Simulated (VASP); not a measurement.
# SnTe (P-6m2) in VASP: a series of runs

SnTe is run at these levels: PBE; tasks: single point, relaxation of cell and atoms.

Program: VASP 6.6.1. These are calculated values, not measurements. Logs are shortened: lines on timing, memory, paths and dates and some standing lists are left out, and cuts for length are marked.

### 1 The cell of the first run

Symmetry: P-6m2, No. 187, hexagonal system. Conventional cell: a = 3.916 Å, b = 3.916 Å, c = 3.819 Å, α = 90.00°, β = 90.00°, γ = 120.00°. Within 4.0 Å of Sn (site symmetry -6m2) lie 6 Te at 2.96 Å and 8 Sn at 3.82 to 3.92 Å. Te (site symmetry -6m2) has 6 Sn at 2.96 Å and 8 Te at 3.82 to 3.92 Å within 4.0 Å.

The cell was built from a structure type or drawn by symmetry, and may not be a known phase.

### 2 Single point, PBE

Input file INCAR:

```
  PREC = Accurate
  ENCUT = 520
  EDIFF = 1E-7
  ISMEAR = 0
  SIGMA = 0.1
  LREAL = False
  LASPH = True
  NELM = 60
  ALGO = Normal
  ISIF = 2
  LWAVE = False
  LCHARG = True
  GGA = PE
  LELF = True
  LVHAR = True
  NBANDS = 17
```

Input file KPOINTS:

```
regular mesh
0
Gamma
  6 6 4
```

Input file POSCAR:

```
SnTe
1.0
    3.9155613300      0.0000000000      0.0000000000
   -1.9577806600      3.3909755800      0.0000000000
    0.0000000000      0.0000000000      3.8190372500
Sn Te
1 1
Direct
    0.6666666700      0.3333333300      0.5000000000
    0.0000000000      0.0000000000      0.0000000000
```

Potentials or basis: VASP PAW PBE potentials, release 64 (Sn_d, Te).

Run with:

```console
$ cat potpaw_PBE.64/Sn_d/POTCAR potpaw_PBE.64/Te/POTCAR > POTCAR
$ mpirun -np 1 vasp_std > vasp.out
```

OUTCAR:

```text
PREC = Accurate
   ENCUT = 520
   EDIFF = 1E-7
   ISMEAR = 0
   LREAL = False
   LASPH = True
   NELM = 60
   ISIF = 2
   GGA = PE

 ion  position               nearest neighbor table
   1  0.667  0.333  0.500-   2 2.96   2 2.96   2 2.96   2 2.96   2 2.96   2 2.96
   2  0.000  0.000  0.000-   1 2.96   1 2.96   1 2.96   1 2.96   1 2.96   1 2.96

  LATTYP: Found a hexagonal cell.
 ALAT       =     3.9155613300
 C/A-ratio  =     0.9753485971

  Lattice vectors:

 A1 = (   3.9155613300,   0.0000000000,   0.0000000000)
 A2 = (  -1.9577806600,   3.3909755800,   0.0000000000)
 A3 = (   0.0000000000,   0.0000000000,   3.8190372500)

Analysis of symmetry for initial positions (statically):
=====================================================================
 Subroutine PRICEL returns:
 Original cell was already a primitive cell.

 Routine SETGRP: Setting up the symmetry group for a
 hexagonal supercell.

 Subroutine GETGRP returns: Found 12 space group operations
 (whereof 12 operations were pure point group operations)
 out of a pool of 24 trial point group operations.

The static configuration has the point symmetry D_3h.

Analysis of symmetry for dynamics (positions and initial velocities):
=====================================================================
 Subroutine PRICEL returns:
 Original cell was already a primitive cell.

 Routine SETGRP: Setting up the symmetry group for a
 hexagonal supercell.

 Subroutine GETGRP returns: Found 12 space group operations
 (whereof 12 operations were pure point group operations)
 out of a pool of 24 trial point group operations.

The dynamic configuration has the point symmetry D_3h.

 Subroutine INISYM returns: Found 12 space group operations
 (whereof 12 operations are pure point group operations),
 and found     1 'primitive' translations

----------------------------------------------------------------------------------------

                                     Primitive cell

  volume of cell :      50.7075

  direct lattice vectors                    reciprocal lattice vectors
     3.915561330  0.000000000  0.000000000     0.255391224  0.147450192  0.000000000
    -1.957780660  3.390975580  0.000000000     0.000000000  0.294900384  0.000000000
     0.000000000  0.000000000  3.819037250     0.000000000  0.000000000  0.261846097

  length of vectors
     3.915561330  3.915561326  3.819037250     0.294900383  0.294900384  0.261846097

  position of ions in fractional coordinates (direct lattice)
     0.666666670  0.333333330  0.500000000
     0.000000000  0.000000000  0.000000000

  ion indices of the primitive-cell ions
   primitive index   ion index
                 1           1
                 2           2

----------------------------------------------------------------------------------------

 KPOINTS: regular mesh

Automatic generation of k-mesh.
 Grid dimensions read from file:
 generate k-points for:    6    6    4

 Generating k-lattice:

  Cartesian coordinates                     Fractional coordinates (reciprocal lattice)
     0.042565204  0.024575032  0.000000000     0.166666667  0.000000000  0.000000000
     0.000000000  0.049150064  0.000000000     0.000000000  0.166666667  0.000000000
     0.000000000  0.000000000  0.065461524     0.000000000  0.000000000  0.250000000

  Length of vectors
     0.049150064  0.049150064  0.065461524

  Shift w.r.t. Gamma in fractional coordinates (k-lattice)
     0.000000000  0.000000000  0.000000000

 Subroutine IBZKPT returns following result:
 ===========================================

 Found     21 irreducible k-points:

 Following reciprocal coordinates:
            Coordinates               Weight
  0.000000  0.000000  0.000000      1.000000
  0.166667  0.000000  0.000000      6.000000
  0.333333  0.000000  0.000000      6.000000
  0.500000 -0.000000  0.000000      3.000000
  0.166667  0.166667  0.000000      6.000000
  0.333333  0.166667  0.000000     12.000000
[... 13 lines left out ...]
  0.333333  0.166667  0.500000     12.000000
  0.333333  0.333333  0.500000      2.000000
   k-points           NKPTS =     21   k-points in BZ     NKDIM =     21   number of bands    NBANDS=     17
   number of dos      NEDOS =    301   number of ions     NIONS =      2
   total plane-waves  NPLWV =  25200
   dimension x,y,z NGX =    30 NGY =   30 NGZ =   28
   dimension x,y,z NGXF=    60 NGYF=   60 NGZF=   56
   ions per type =               1   1
   NGX,Y,Z   is equivalent  to a cutoff of  12.74, 12.74, 12.19 a.u.
   NGXF,Y,Z  is equivalent  to a cutoff of  25.47, 25.47, 24.38 a.u.
 SYSTEM =  unknown system
   PREC   = accura    normal or accurate (medium, high low for compatibility)
   ISTART =      0    job   : 0-new  1-cont  2-samecut
   ICHARG =      2    charge: 1-file 2-atom 10-const
   ISPIN  =      1    spin polarized calculation?
   LNONCOLLINEAR =      F non collinear calculations
   LSORBIT =      F    spin-orbit coupling
   LASPH  =      T    aspherical Exc in radial PAW
   ENCUT  =  520.0 eV  38.22 Ry    6.18 a.u.   7.28  7.28  7.10*2*pi/ulx,y,z
   NELM   =     60;   NELMIN=  2; NELMDL= -5     # of ELM steps
   EDIFF  = 0.1E-06   stopping-criterion for ELM
   LREAL  =      F    real-space projection
   EDIFFG = 0.1E-05   stopping-criterion for IOM
   NSW    =      0    number of steps for IOM
   IBRION =     -1    ionic relax: 0-MD 1-quasi-New 2-CG
   NFREE  =      0    steps in history (QN), initial steepest desc. (CG)
   ISIF   =      2    stress and relaxation
   ISYM   =      2    0-nonsym 1-usesym 2-fastsym
   POTIM  = 0.5000    time-step for ionic-motion
   TEBEG  =    0.0;   TEEND  =   0.0 temperature during run
   PSTRESS=    0.0 pullay stress
   NELECT =      20.0000    total number of electrons
   NUPDOWN=      -1.0000    fix difference up-down
   EMIN   =  10.00;   EMAX   =-10.00  energy-range for DOS
   EFERMI =   0.00;   METHOD = LEGACY
   ISMEAR =     0;   SIGMA  =   0.10  broadening in eV -4-tet -1-fermi 0-gaus
   EFERMI_NEDOS =   21; number of points for ismear=-14 and -15
   IALGO  =     38    algorithm
   IMIX   =      4    mixing-type and parameters
     AMIX     =   0.40;   BMIX     =  1.00
     AMIX_MAG =   1.60;   BMIX_MAG =  1.00
  volume/ion in A,a.u.               =      25.35       171.10
  Fermi-wavevector in a.u.,A,eV,Ry     =   1.200588  2.268782 19.611592  1.441411
  Thomas-Fermi vector in A             =   2.336420
   LORBIT       =      0    0 simple, 1 ext, 2 COOP (PROOUT), +10 PAW based schemes
   GGA     = PE    functional components
   LHFCALC =     F    Hartree Fock is set to
   AEXX    =    0.0000 exact exchange contribution
   IVDW    =     0    specifies the selected vdW correction
   LEPSILON=     F    determine dielectric tensor
   LRPA    =     F    only Hartree local field effects (RPA)
 non-spin polarized calculation
 Gauss-broadening in eV      SIGMA  =   0.10
  energy-cutoff  :      520.00
  volume of cell :       50.71
 maximum number of plane-waves:      1388
 NGX is ok and might be reduce to    30
   NGX = 15   NGY = 15   NGZ = 15

 number of electron      20.0000007 magnetization

 Free energy of the ion-electron system (eV)
  ---------------------------------------------------
  ext. energy  EPLUGINS =         0.00000000
  ---------------------------------------------------
  free energy    TOTEN  =        -6.75307266 eV

  energy without entropy =       -6.75094510  energy(sigma->0) =       -6.75200888

 E-fermi :   9.5291     XC(G=0): -10.4820

 val. band max:        9.3781145657   @ k =   0.3333   0.1667   0.0000
 cond. band min:       9.5887821703   @ k =   0.1667   0.1667   0.5000
 fundamental gap:      0.2106676046
 Fermi energy:         9.5291159307

 k-point     1 :       0.0000    0.0000    0.0000
  band No.  band energies     occupation
      1     -12.3040      2.00000
      2     -12.2708      2.00000
      3     -12.2708      2.00000
      4     -12.2604      2.00000
      5     -12.2604      2.00000
      6      -4.7369      2.00000
[... 9 lines left out ...]
     16      19.5456      0.00000
     17      19.5456      0.00000

 k-point     2 :       0.1667    0.0000    0.0000
  band No.  band energies     occupation
      1     -12.2997      2.00000
      2     -12.2727      2.00000
      3     -12.2661      2.00000
      4     -12.2613      2.00000
      5     -12.2609      2.00000
      6      -4.4285      2.00000
[... 9 lines left out ...]
     16      18.6251      0.00000
     17      18.8697      0.00000

 k-point     3 :       0.3333    0.0000    0.0000
  band No.  band energies     occupation
      1     -12.2954      2.00000
      2     -12.2772      2.00000
      3     -12.2724      2.00000
      4     -12.2631      2.00000
      5     -12.2408      2.00000
      6      -3.5991      2.00000
[... 9 lines left out ...]
     16      18.8472      0.00000
     17      19.0717      0.00000

 k-point     4 :       0.5000   -0.0000    0.0000
  band No.  band energies     occupation
      1     -12.2960      2.00000
      2     -12.2828      2.00000
      3     -12.2696      2.00000
      4     -12.2640      2.00000
      5     -12.2307      2.00000
      6      -2.9326      2.00000
[... 9 lines left out ...]
     16      19.0272      0.00000
     17      20.5512      0.00000
[... 283 lines left out ...]
      1     -12.3047      2.00000
      2     -12.2856      2.00000
      3     -12.2678      2.00000
      4     -12.2510      2.00000
      5     -12.2340      2.00000
      6      -2.4268      2.00000
[... 9 lines left out ...]
     16      19.5203      0.00000
     17      20.5915      0.00000

 k-point    20 :       0.3333    0.1667    0.5000
  band No.  band energies     occupation
      1     -12.3181      2.00000
      2     -12.2914      2.00000
      3     -12.2687      2.00000
      4     -12.2386      2.00000
      5     -12.2270      2.00000
      6      -1.7835      2.00000
[... 9 lines left out ...]
     16      21.5128      0.00000
     17      21.8575      0.00000

 k-point    21 :       0.3333    0.3333    0.5000
  band No.  band energies     occupation
      1     -12.3175      2.00000
      2     -12.2983      2.00000
      3     -12.2543      2.00000
      4     -12.2442      2.00000
      5     -12.2298      2.00000
      6      -1.5312      2.00000
[... 9 lines left out ...]
     16      19.5672      0.00000
     17      19.9491      0.00000

------------------------ aborting loop because EDIFF is reached ----------------------------------------

  FORCE on cell =-STRESS in cart. coord.  units (eV):
  Direction    XX          YY          ZZ          XY          YZ          ZX
  --------------------------------------------------------------------------------------
  -------------------------------------------------------------------------------------
  Total        4.5702820      4.5702820      7.8906754      0.0000000      0.0000000      0.0000000
  in kB      144.4045875    144.4045874    249.3171601      0.0000002      0.0000000      0.0000000
  external PRESSURE =     179.3754450 kB  Pullay stress =       0.0000000 kB

 VOLUME and BASIS-vectors are now :
 -----------------------------------------------------------------------------
  energy-cutoff  :      520.00
  volume of cell :       50.71
      direct lattice vectors                 reciprocal lattice vectors
     3.915561330  0.000000000  0.000000000     0.255391224  0.147450192  0.000000000
    -1.957780660  3.390975580  0.000000000     0.000000000  0.294900384  0.000000000
     0.000000000  0.000000000  3.819037250     0.000000000  0.000000000  0.261846097

 POSITION                                       TOTAL-FORCE (eV/Angst)
 -----------------------------------------------------------------------------------
      1.95778      1.13033      1.90952         0.000000      0.000000      0.000000
      0.00000      0.00000      0.00000        -0.000000      0.000000      0.000000
 -----------------------------------------------------------------------------------
    total drift:                               -0.000011      0.000006      0.000000

  FREE ENERGIE OF THE ION-ELECTRON SYSTEM (eV)
  ---------------------------------------------------
  free  energy   TOTEN  =        -6.7530726625 eV

  energy  without entropy=       -6.7509451021  energy(sigma->0) =       -6.75200888
```

Run time: 32 s. Hardware: 1 thread of Intel Xeon 8259CL, shared host; peak memory 0.17 GiB.

Results:

| Quantity | Value |
| --- | --- |
| Free energy | -6.7531 eV |
| Pressure | 17.9 GPa |
| Band gap on the k mesh | zero (bands 10 and 11 overlap by 3.90 eV) |

Caveat: the k points lie up to 0.41 Å⁻¹ apart, too coarse for converged energies and pressures of a metal; spin-orbit coupling is left out, which moves the levels of the heavy elements.

### 3 Single point, PBE

This run uses another cell than the first one, of 31.78 Å³/atom.

Input file INCAR:

```
ALGO = Normal
EDIFF = 1E-6
ENCUT = 520
GGA = PE
ISIF = 2
ISMEAR = 0
LASPH = True
LCHARG = False
LREAL = False
LWAVE = False
NBANDS = 17
NELM = 100
PREC = Accurate
SIGMA = 0.1
```

Input file KPOINTS:

```
k-points
0
Gamma
  6 6 4
```

Input file POSCAR:

```
SnTe
1.0
    4.1940062226     -0.0000000031      0.0000000000
   -2.0970031086      3.6321159339      0.0000000000
    0.0000000000      0.0000000000      4.1729968920
Sn Te
1 1
Direct
    0.6666666667      0.3333333333      0.5000000000
    0.0000000000      0.0000000000      0.0000000000
```

Potentials or basis: VASP PAW PBE potentials, release 64 (Sn_d, Te).

Run with:

```console
$ cat potpaw_PBE.64/Sn_d/POTCAR potpaw_PBE.64/Te/POTCAR > POTCAR
$ mpirun -np 1 vasp_std > vasp.out
```

It took 22 s on 1 thread of Intel Xeon 8259CL, shared host; peak memory 0.18 GiB.

Results (log left out):

```yaml
Free_energy: -7.3707 eV
Pressure: 0.2 GPa
Band_gap_on_the_k_mesh: zero (bands 10 and 11 overlap by 2.22 eV)
```

Stress tensor (GPa, compression positive):
```
0.34 0.00 0.00
0.00 0.34 0.00
0.00 0.00 0.02
```

Levels at points of the mesh, in eV from the Fermi level:
| k point | band 7 | band 8 | band 9 | band 10 | band 11 | band 12 | band 13 | band 14 |
| --- | --- | --- | --- | --- | --- | --- | --- | --- |
| (0.00, 0.00, 0.00) | -4.85 | -2.71 | -1.21 | -1.21 | 2.67 | 2.67 | 3.62 | 5.79 |
| (0.50, 0.00, 0.00) | -7.49 | -2.53 | -1.64 | -1.20 | 1.62 | 1.96 | 3.76 | 4.70 |
| (0.00, 0.00, 0.50) | -8.34 | -0.38 | -0.38 | 1.08 | 1.35 | 2.44 | 2.44 | 6.75 |
| (0.50, 0.00, 0.50) | -6.53 | -4.46 | -4.21 | -1.15 | 1.07 | 2.39 | 2.46 | 9.12 |

Caveat: the k points lie up to 0.38 Å⁻¹ apart, too coarse for converged energies and pressures of a metal; spin-orbit coupling is left out, which moves the levels of the heavy elements.

### 4 Relaxation of cell and atoms, PBE

Input file INCAR:

```
PREC = Accurate
ENCUT = 600
EDIFF = 1E-7
ISMEAR = 0
SIGMA = 0.1
LREAL = F
LASPH = T
NELM = 60
ALGO = Normal
ISIF = 3
LWAVE = F
LCHARG = F
GGA = PE
IBRION = 2
NSW = 90
EDIFFG = -0.04
```

Input file KPOINTS:

```
regular mesh
0
Gamma
  6 6 4
```

Input file POSCAR:

```
SnTe
1.0
    3.9155613300      0.0000000000      0.0000000000
   -1.9577806600      3.3909755800      0.0000000000
    0.0000000000      0.0000000000      3.8190372500
Sn Te
1 1
Direct
    0.6666666700      0.3333333300      0.5000000000
    0.0000000000      0.0000000000      0.0000000000
```

Run with:

```console
$ cat potpaw_PBE.64/Sn_d/POTCAR potpaw_PBE.64/Te/POTCAR > POTCAR
$ mpirun -np 1 vasp_std > vasp.out
```

It took 1.8 min on 1 thread of Intel Xeon 8259CL, shared host; peak memory 0.2 GiB.

The run converged. Its results:

```
Free energy                           : -7.3692 eV
Relaxed volume                        : 31.92 Å³/atom
Relaxed cell                          : a = 4.208 Å, b = 4.208 Å, c = 4.162 Å, α = 90.00°, β = 90.00°, γ = 120.00°
Space group after relaxing (to 0.1 Å) : P-6m2 (No. 187)
Energy gained by relaxing             : 308.0 meV/atom
Ionic steps                           : 7
Pressure after relaxing               : 0.1 GPa
Band gap on the k mesh                : zero (bands 10 and 11 overlap by 2.16 eV)
```

Stress tensor (GPa, compression positive):
```
0.12 0.00 0.00
0.00 0.12 0.00
0.00 0.00 0.19
```

Step by step:
```
step  energy change (eV)  largest force (eV/Å)  pressure (GPa)  volume (Å³)
   1              0.0000                0.0000           17.96        50.71
   2             -0.3941                0.0000           -4.34        74.44
   3             -0.6086                0.0000            0.12        63.30
   4             -0.6086                0.0000            0.33        63.03
   5             -0.6149                0.0000            0.21        63.53
   6             -0.6160                0.0000            0.14        63.86
   7             -0.6160                0.0000            0.14        63.84
```

Final structure:
```
Sn Te
1.0
     4.20842    0.00000    0.00000
    -2.10421    3.64460    0.00000
     0.00000    0.00000    4.16230
Sn Te
1 1
Direct
  0.66667 0.33333 0.50000
  0.00000 0.00000 0.00000
```

Levels at points of the mesh, in eV from the Fermi level:
| k point | band 8 | band 9 | band 10 | band 11 | band 12 | band 13 |
| --- | --- | --- | --- | --- | --- | --- |
| (0.00, 0.00, 0.00) | -2.64 | -1.23 | -1.23 | 2.65 | 2.65 | 3.63 |
| (0.50, 0.00, 0.00) | -2.53 | -1.62 | -1.15 | 1.67 | 2.00 | 3.79 |
| (0.00, 0.00, 0.50) | -0.39 | -0.39 | 1.05 | 1.31 | 2.42 | 2.42 |
| (0.50, 0.00, 0.50) | -4.43 | -4.19 | -1.15 | 1.07 | 2.38 | 2.46 |

Caveat: the k points lie up to 0.38 Å⁻¹ apart in the final cell, too coarse for converged energies and pressures of a metal; the volume moved by over 15 % at a fixed basis, so the end points are rough; spin-orbit coupling is left out, which moves the levels of the heavy elements.

### 5 Overview

```csv
task,cell,cutoff (eV),gap on the mesh (eV),pressure (GPa)
single point,"a = 3.916, b = 3.916, c = 3.819 Å, angles 90.0, 90.0, 120.0°, 2 atoms",520,none,17.9
single point,"a = 4.194, b = 4.194, c = 4.173 Å, angles 90.0, 90.0, 120.0°, 2 atoms",520,none,0.2
relaxation of cell and atoms,"relaxed from a = 3.916, b = 3.916, c = 3.819 Å, angles 90.0, 90.0, 120.0°, 2 atoms",600,none,0.1
```

Alike in all rows: level PBE; potentials or basis VASP PAW PBE potentials, release 64 (Sn_d, Te); no spin polarisation; k mesh 6 × 6 × 4; smearing gaussian 0.1 eV.

Caveats: all runs use coarse meshes; spin-orbit coupling is left out, which moves the levels of the heavy elements; the volume moved by over 15 % at a fixed basis, so the end points are rough (at least some runs).

Absolute energies hang on the potentials; compare differences alone.
